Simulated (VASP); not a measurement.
# BP (F-43m) in VASP: single point with PBE

Aim: the single point of BP with PBE.

Everything below comes from runs of VASP 6.6.1. Logs are shortened: lines on timing, memory, paths and dates and some standing lists are left out, and cuts for length are marked.

### 1 The cell of the first run

The structure is cubic, space group F-43m (No. 216). The conventional cell has a = 4.538 Å, b = 4.538 Å, c = 4.538 Å, α = 90.00°, β = 90.00°, γ = 90.00°. B (site symmetry -43m) has 4 P at 1.97 Å within 2.6 Å. Within 2.6 Å of P (site symmetry -43m) lie 4 B at 1.97 Å.

### 2 Single point, PBE

Input file INCAR:

```
SYSTEM = BP
ALGO = Normal
EDIFF = 1E-7
ENCUT = 520
GGA = PE
ISIF = 2
ISMEAR = 0
LASPH = .TRUE.
LCHARG = .FALSE.
LREAL = .FALSE.
LWAVE = .FALSE.
NBANDS = 11
NELM = 100
PREC = Accurate
SIGMA = 0.01
```

Input file KPOINTS:

```
k-points
0
G
  8 8 8
  0 0 0
```

Input file POSCAR:

```
BP
1.0
    0.0000000000      2.2690000000      2.2690000000
    2.2690000000      0.0000000000      2.2690000000
    2.2690000000      2.2690000000      0.0000000000
B P
1 1
Direct
    0.0000000000      0.0000000000      0.0000000000
    0.2500000000      0.2500000000      0.2500000000
```

Potentials or basis: VASP PAW PBE potentials, release 64 (B, P).

On the command line:

```bash
$ cat potpaw_PBE.64/B/POTCAR potpaw_PBE.64/P/POTCAR > POTCAR
$ mpirun -np 1 vasp_std > vasp.out
```

OUTCAR:

```text
SYSTEM = BP
   EDIFF = 1E-7
   ENCUT = 520
   GGA = PE
   ISIF = 2
   ISMEAR = 0
   LASPH = .TRUE.
   LREAL = .FALSE.
   NELM = 100
   PREC = Accurate

 ion  position               nearest neighbor table
   1  0.000  0.000  0.000-   2 1.97   2 1.97   2 1.97   2 1.97
   2  0.250  0.250  0.250-   1 1.97   1 1.97   1 1.97   1 1.97

  LATTYP: Found a face centered cubic cell.
 ALAT       =     4.5380000000

  Lattice vectors:

 A1 = (   0.0000000000,   2.2690000000,   2.2690000000)
 A2 = (   2.2690000000,   0.0000000000,   2.2690000000)
 A3 = (   2.2690000000,   2.2690000000,   0.0000000000)

Analysis of symmetry for initial positions (statically):
=====================================================================
 Subroutine PRICEL returns:
 Original cell was already a primitive cell.

 Routine SETGRP: Setting up the symmetry group for a
 face centered cubic supercell.

 Subroutine GETGRP returns: Found 24 space group operations
 (whereof 24 operations were pure point group operations)
 out of a pool of 48 trial point group operations.

The static configuration has the point symmetry T_d .

Analysis of symmetry for dynamics (positions and initial velocities):
=====================================================================
 Subroutine PRICEL returns:
 Original cell was already a primitive cell.

 Routine SETGRP: Setting up the symmetry group for a
 face centered cubic supercell.

 Subroutine GETGRP returns: Found 24 space group operations
 (whereof 24 operations were pure point group operations)
 out of a pool of 48 trial point group operations.

The dynamic configuration has the point symmetry T_d .

 Subroutine INISYM returns: Found 24 space group operations
 (whereof 24 operations are pure point group operations),
 and found     1 'primitive' translations

----------------------------------------------------------------------------------------

                                     Primitive cell

  volume of cell :      23.3633

  direct lattice vectors                    reciprocal lattice vectors
     0.000000000  2.269000000  2.269000000    -0.220361393  0.220361393  0.220361393
     2.269000000  0.000000000  2.269000000     0.220361393 -0.220361393  0.220361393
     2.269000000  2.269000000  0.000000000     0.220361393  0.220361393 -0.220361393

  length of vectors
     3.208850573  3.208850573  3.208850573     0.381677128  0.381677128  0.381677128

  position of ions in fractional coordinates (direct lattice)
     0.000000000  0.000000000  0.000000000
     0.250000000  0.250000000  0.250000000

  ion indices of the primitive-cell ions
   primitive index   ion index
                 1           1
                 2           2

----------------------------------------------------------------------------------------

 KPOINTS: k-points

Automatic generation of k-mesh.
 Grid dimensions read from file:
 generate k-points for:    8    8    8

 Generating k-lattice:

  Cartesian coordinates                     Fractional coordinates (reciprocal lattice)
    -0.027545174  0.027545174  0.027545174     0.125000000  0.000000000  0.000000000
     0.027545174 -0.027545174  0.027545174     0.000000000  0.125000000  0.000000000
     0.027545174  0.027545174 -0.027545174     0.000000000  0.000000000  0.125000000

  Length of vectors
     0.047709641  0.047709641  0.047709641

  Shift w.r.t. Gamma in fractional coordinates (k-lattice)
     0.000000000  0.000000000  0.000000000

 Subroutine IBZKPT returns following result:
 ===========================================

 Found     29 irreducible k-points:

 Following reciprocal coordinates:
            Coordinates               Weight
  0.000000  0.000000  0.000000      1.000000
  0.125000  0.000000  0.000000      8.000000
  0.250000  0.000000  0.000000      8.000000
  0.375000  0.000000  0.000000      8.000000
  0.500000  0.000000  0.000000      4.000000
  0.125000  0.125000  0.000000      6.000000
[... 16 lines left out ...]
  0.500000  0.250000  0.125000     48.000000
 -0.375000  0.250000  0.125000     24.000000
 [... further k-points ...]
   k-points           NKPTS =     29   k-points in BZ     NKDIM =     29   number of bands    NBANDS=     11
   number of dos      NEDOS =    301   number of ions     NIONS =      2
   total plane-waves  NPLWV =  13824
   dimension x,y,z NGX =    24 NGY =   24 NGZ =   24
   dimension x,y,z NGXF=    48 NGYF=   48 NGZF=   48
   ions per type =               1   1
   NGX,Y,Z   is equivalent  to a cutoff of  12.43, 12.43, 12.43 a.u.
   NGXF,Y,Z  is equivalent  to a cutoff of  24.87, 24.87, 24.87 a.u.
 SYSTEM =  BP
   PREC   = accura    normal or accurate (medium, high low for compatibility)
   ISTART =      0    job   : 0-new  1-cont  2-samecut
   ICHARG =      2    charge: 1-file 2-atom 10-const
   ISPIN  =      1    spin polarized calculation?
   LNONCOLLINEAR =      F non collinear calculations
   LSORBIT =      F    spin-orbit coupling
   LASPH  =      T    aspherical Exc in radial PAW
   ENCUT  =  520.0 eV  38.22 Ry    6.18 a.u.   5.97  5.97  5.97*2*pi/ulx,y,z
   NELM   =    100;   NELMIN=  2; NELMDL= -5     # of ELM steps
   EDIFF  = 0.1E-06   stopping-criterion for ELM
   LREAL  =      F    real-space projection
   EDIFFG = 0.1E-05   stopping-criterion for IOM
   NSW    =      0    number of steps for IOM
   IBRION =     -1    ionic relax: 0-MD 1-quasi-New 2-CG
   NFREE  =      0    steps in history (QN), initial steepest desc. (CG)
   ISIF   =      2    stress and relaxation
   ISYM   =      2    0-nonsym 1-usesym 2-fastsym
   POTIM  = 0.5000    time-step for ionic-motion
   TEBEG  =    0.0;   TEEND  =   0.0 temperature during run
   PSTRESS=    0.0 pullay stress
   NELECT =       8.0000    total number of electrons
   NUPDOWN=      -1.0000    fix difference up-down
   EMIN   =  10.00;   EMAX   =-10.00  energy-range for DOS
   EFERMI =   0.00;   METHOD = LEGACY
   ISMEAR =     0;   SIGMA  =   0.01  broadening in eV -4-tet -1-fermi 0-gaus
   EFERMI_NEDOS =   21; number of points for ismear=-14 and -15
   IALGO  =     38    algorithm
   IMIX   =      4    mixing-type and parameters
     AMIX     =   0.40;   BMIX     =  1.00
     AMIX_MAG =   1.60;   BMIX_MAG =  1.00
  volume/ion in A,a.u.               =      11.68        78.83
  Fermi-wavevector in a.u.,A,eV,Ry     =   1.145320  2.164342 17.847562  1.311759
  Thomas-Fermi vector in A             =   2.282009
   LORBIT       =      0    0 simple, 1 ext, 2 COOP (PROOUT), +10 PAW based schemes
   GGA     = PE    functional components
   LHFCALC =     F    Hartree Fock is set to
   AEXX    =    0.0000 exact exchange contribution
   IVDW    =     0    specifies the selected vdW correction
   LEPSILON=     F    determine dielectric tensor
   LRPA    =     F    only Hartree local field effects (RPA)
 non-spin polarized calculation
 Gauss-broadening in eV      SIGMA  =   0.01
  energy-cutoff  :      520.00
  volume of cell :       23.36
 maximum number of plane-waves:       638
   NGX = 11   NGY = 11   NGZ = 11

 number of electron       8.0000000 magnetization

 Free energy of the ion-electron system (eV)
  ---------------------------------------------------
  ext. energy  EPLUGINS =         0.00000000
  ---------------------------------------------------
  free energy    TOTEN  =       -12.92861558 eV

  energy without entropy =      -12.92861558  energy(sigma->0) =      -12.92861558

 E-fermi :   7.5721     XC(G=0): -10.9068

 val. band max:        7.4337323362   @ k =   0.0000   0.0000   0.0000
 cond. band min:       8.7027880464   @ k =   0.3750   0.3750   0.0000
 fundamental gap:      1.2690557102
 Fermi energy:         7.5720833016

 k-point     1 :       0.0000    0.0000    0.0000
  band No.  band energies     occupation
      1      -8.0270      2.00000
      2       7.4337      2.00000
      3       7.4337      2.00000
      4       7.4337      2.00000
      5      10.8340      0.00000
      6      10.8340      0.00000
      7      10.8340      0.00000
      8      14.8080      0.00000
      9      18.9464      0.00000
     10      19.5618      0.00000
     11      19.5618      0.00000

 k-point     2 :       0.1250    0.0000    0.0000
  band No.  band energies     occupation
      1      -7.7459      2.00000
      2       5.5789      2.00000
      3       7.0055      2.00000
      4       7.0055      2.00000
      5      11.3686      0.00000
      6      11.4261      0.00000
      7      11.4261      0.00000
      8      15.5953      0.00000
      9      18.6546      0.00000
     10      18.6546      0.00000
     11      19.7808      0.00000

 k-point     3 :       0.2500    0.0000    0.0000
  band No.  band energies     occupation
      1      -6.9215      2.00000
      2       2.5873      2.00000
      3       6.3164      2.00000
      4       6.3164      2.00000
      5      11.4357      0.00000
      6      12.1966      0.00000
      7      12.1966      0.00000
      8      17.0435      0.00000
      9      18.3967      0.00000
     10      18.3967      0.00000
     11      20.4778      0.00000

 k-point     4 :       0.3750    0.0000    0.0000
  band No.  band energies     occupation
      1      -5.6599      2.00000
      2      -0.1376      2.00000
      3       5.8394      2.00000
      4       5.8394      2.00000
      5      11.2837      0.00000
      6      12.2532      0.00000
      7      12.2532      0.00000
      8      17.5974      0.00000
      9      20.0566      0.00000
     10      20.0566      0.00000
     11      21.2607      0.00000
[... 239 lines left out ...]
 k-point    22 :       0.3750    0.2500    0.1250
  band No.  band energies     occupation
      1      -6.1982      2.00000
      2       2.4999      2.00000
      3       3.6388      2.00000
      4       5.4559      2.00000
      5      10.8943      0.00000
      6      13.4392      0.00000
      7      13.6447      0.00000
      8      14.9565      0.00000
      9      19.0285      0.00000
     10      21.3273      0.00000
     11      23.0490      0.00000

 k-point    23 :       0.5000    0.2500    0.1250
  band No.  band energies     occupation
      1      -4.9677      2.00000
      2       0.3338      2.00000
      3       2.9864      2.00000
      4       4.6864      2.00000
      5      11.5395      0.00000
      6      12.9061      0.00000
      7      14.7592      0.00000
      8      15.7728      0.00000
      9      19.8529      0.00000
     10      20.8403      0.00000
     11      24.5066      0.00000

 k-point    24 :      -0.3750    0.2500    0.1250
  band No.  band energies     occupation
      1      -4.0448      2.00000
      2      -1.0147      2.00000
      3       2.9067      2.00000
      4       4.3177      2.00000
      5      11.6256      0.00000
      6      12.6322      0.00000
      7      15.7427      0.00000
      8      17.2233      0.00000
      9      17.8882      0.00000
     10      21.8535      0.00000
     11      24.2856      0.00000

 [... further k-points ...]
[... 5 lines left out ...]
  --------------------------------------------------------------------------------------
  -------------------------------------------------------------------------------------
  Total        0.1334214      0.1334214      0.1334214      0.0000000      0.0000000      0.0000000
  in kB        9.1496073      9.1496073      9.1496073      0.0000000      0.0000000      0.0000000
  external PRESSURE =       9.1496073 kB  Pullay stress =       0.0000000 kB

 VOLUME and BASIS-vectors are now :
 -----------------------------------------------------------------------------
  energy-cutoff  :      520.00
  volume of cell :       23.36
      direct lattice vectors                 reciprocal lattice vectors
     0.000000000  2.269000000  2.269000000    -0.220361393  0.220361393  0.220361393
     2.269000000  0.000000000  2.269000000     0.220361393 -0.220361393  0.220361393
     2.269000000  2.269000000  0.000000000     0.220361393  0.220361393 -0.220361393

 POSITION                                       TOTAL-FORCE (eV/Angst)
 -----------------------------------------------------------------------------------
      0.00000      0.00000      0.00000         0.000000      0.000000      0.000000
      1.13450      1.13450      1.13450        -0.000000     -0.000000     -0.000000
 -----------------------------------------------------------------------------------
    total drift:                                0.000000      0.000000      0.000000

  FREE ENERGIE OF THE ION-ELECTRON SYSTEM (eV)
  ---------------------------------------------------
  free  energy   TOTEN  =       -12.9286155772 eV

  energy  without entropy=      -12.9286155772  energy(sigma->0) =      -12.92861558
```

Run time: 8.4 s. Hardware: 1 thread of Intel Xeon Platinum 8375C at 2.90GHz (Ice Lake), shared host; peak memory 0.13 GiB.

What came out:

* Free energy: -12.9286 eV
* Pressure: 0.9 GPa
* Band gap on the k mesh: 1.27 eV, indirect (least direct gap 3.40 eV)

A k mesh can miss the band edges. A hybrid or GW would open this gap; PBE tends to underestimate it.
